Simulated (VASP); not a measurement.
The system is SrO.

```
Sr O
1.0
     0.00000    2.60007    2.60007
     2.60007    0.00000    2.60007
     2.60007    2.60007    0.00000
Sr O
1 1
Direct
  0.50000 0.50000 0.50000
  0.00000 0.00000 0.00000
```

Base run:

* Program: VASP 6.6.1
* Functional: r2SCAN
* Dispersion: rVV10
* Potentials or basis: VASP PAW PBE potentials, release 64 (Sr_sv, O)
* Cutoff: 520 eV
* k mesh: 9 × 9 × 9
* Occupations: fermi-dirac, width 0.05 eV
* Spin: no spin polarisation

Its results: band gap on the k mesh 3.77 eV, indirect (least direct gap 3.88 eV); pressure -2.5 GPa.

Q: The run is repeated on the same cell with these changes: dispersion from rVV10 to none. What comes out?

A: Band gap on the k mesh 3.82 eV, indirect (least direct gap 3.93 eV); pressure -1.6 GPa.

Dispersion adds attraction, which lowers the pressure at fixed volume.

Caveats: the PAW data sets were made with another functional, which shifts forces and pressure a little.

A k mesh can miss the band edges.
